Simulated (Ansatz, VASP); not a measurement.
## MoS2: VASP beside Ansatz

The input INCAR:

```
SYSTEM = MoS2
  PREC = Accurate
  ENCUT = 520
  EDIFF = 1E-6
  ISMEAR = 0
  SIGMA = 0.05
  LREAL = .False.
  LASPH = .True.
  NELM = 150
  ALGO = Normal
  ISIF = 2
  LWAVE = .False.
  LCHARG = .False.
  ISPIN = 2
  MAGMOM = 0.12 0 0
  LORBIT = 11
  LMAXMIX = 4
  LDAU = .True.
  LDAUTYPE = 2
  LDAUL = 2 -1
  LDAUU = 4 0
  LDAUJ = 0 0
  LDAUPRINT = 1
  GGA = PE
  NBANDS = 24
```

File KPOINTS:

```
regular mesh
0
Gamma
  7 7 7
  0 0 0
```

POSCAR

```
MoS2
1.0
    1.5855002900      0.9153890200      6.1149982500
   -1.5855002900      0.9153890200      6.1149982500
    0.0000000000     -1.8307780400      6.1149982500
Mo S
1 2
Direct
    0.0000000000      0.0000000000      0.0000000000
    0.7500000000      0.7500000000      0.7500000000
    0.2500000000      0.2500000000      0.2500000000
```

Input for Ansatz:

```yaml
crystal:
  lattice:
    - [1.58550029, 0.91538902, 6.11499825]
    - [-1.58550029, 0.91538902, 6.11499825]
    - [0.0, -1.83077804, 6.11499825]
  atoms:
    - { symbol: Mo, position: [0.0, 0.0, 0.0], spin: 2.0 }
    - { symbol: S, position: [0.75, 0.75, 0.75] }
    - { symbol: S, position: [0.25, 0.25, 0.25] }
basis:
  ecutwfc: 420
  ecutrho_ratio: 4
kpoints:
  mp_grid: { grid: [7, 7, 7] }
hamiltonian:
  xc: pbe
  hubbard:
    sites:
      - { site: 0, l: d, u_eff: 4.0, starting_ns: [{ spin: up, occupation_matrix: s0up }, { spin: down, occupation_matrix: s0down }] }
    occupation_matrices:
      s0up:
        matrix:
          - [0.65767, -0.34433, 0.21641, 0.18351, 0.00961]
          - [-0.34433, 0.30794, -0.13605, 0.12488, -0.19485]
          - [0.21641, -0.13605, 0.09705, 0.02014, 0.03895]
          - [0.18351, 0.12488, 0.02014, 0.56455, -0.41366]
          - [0.00961, -0.19485, 0.03895, -0.41366, 0.37278]
      s0down:
        matrix:
          - [0.02, 0.0, 0.0, 0.0, 0.0]
          - [0.0, 0.02, 0.0, 0.0, 0.0]
          - [0.0, 0.0, 0.02, 0.0, 0.0]
          - [0.0, 0.0, 0.0, 0.02, 0.0]
          - [0.0, 0.0, 0.0, 0.0, 0.02]
    ns_hold: until_converged
scf:
  occupations: { method: gaussian, width: 0.05 }
  lower_state_search: "off"
  max_iter: 150
output:
  forces: true
  stress: true
  eigenvalues: true
  populations: true
  hubbard: { sites: [{ site: 0, l: d }] }
  write_density: true
  write_potential: true
  elf: true
  volumetric_format: npy
magnetization:
  spin_polarized: true
```

Alike in both runs: task single point; functional PBE; k mesh 7 × 7 × 7; occupations gaussian, width 0.05 eV; collinear spin; Hubbard terms Mo d U = 4.0 eV.

|  | VASP | Ansatz |
| --- | --- | --- |
| version | VASP 6.6.1 | Ansatz 0.2.0 |
| potentials or method | VASP PAW PBE potentials, release 64 (Mo_sv, S), cutoff 520 eV | scalar-relativistic, plane waves, PAW |
| valence electrons in the cell | 26 | 26 |

```tsv
	VASP	Ansatz	Ansatz less VASP
gap on the k mesh at the Fermi level (eV)	none	none	-
pressure (GPa)	10.5	8.7	-1.84
traceless stress, the component that is largest in VASP (GPa)	2.19	2.15	-0.047
rms of the force components (eV/Å)	0.569	0.474	-0.0953
net moment per atom (μB)	0.05	0.05	+0.003
```

The programs project onto different local orbitals, so the same U acts differently, and such runs can settle in different states. Atom by atom the forces differ by 0.095 eV/Å (rms over components). A gap of «none» marks a metal or a gap that the smearing closes. Ansatz's warnings: filled band counts differ across k points, seeded moment not kept, specified occupation not kept, symmetry narrowed by occupation matrices.
